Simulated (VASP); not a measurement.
CsHfSc, 3 atoms in the cell. It takes space group Cmmm (No. 65, orthorhombic). Conventional cell: a = 5.983 Å, b = 6.018 Å, c = 5.895 Å, α = 90.00°, β = 90.00°, γ = 90.00°. Cs (site symmetry mmm) has 4 Hf at 2.99 to 3.01 Å within 3.9 Å. Within 3.9 Å of Hf (site symmetry mmm) lie 2 Sc at 2.95 Å and 4 Cs at 2.99 to 3.01 Å. Within 3.9 Å of Sc (site symmetry mmm) lie 2 Hf at 2.95 Å. 

```yaml
Program: VASP 6.6.1
Task: single point
Functional: PBE
Potentials_or_basis: VASP PAW PBE potentials, release 64 (Cs_sv, Hf_pv, Sc_sv)
Cutoff: 520 eV
k_mesh: 4 × 4 × 4
Occupations: gaussian, width 0.1 eV
Spin: no spin polarisation
Dipole_correction: no
Further_INCAR_settings: ALGO = Normal; EDIFF = 1e-06; NBANDS = 22
```

Potentials or basis: VASP PAW PBE potentials, release 64 (Cs_sv, Hf_pv, Sc_sv).

The run is started by

```bash
$ cat potpaw_PBE.64/Cs_sv/POTCAR potpaw_PBE.64/Hf_pv/POTCAR potpaw_PBE.64/Sc_sv/POTCAR > POTCAR
$ mpirun -np 1 vasp_std > vasp.out
```

Hardware: 1 thread of Intel Xeon 8259CL, with other jobs on the host.

How long does it take, and how much memory?

Run time: 74 s on 1 thread of Intel Xeon 8259CL, on a shared host, peak memory 0.24 GiB. Counts: scf iterations 14, k points 21.
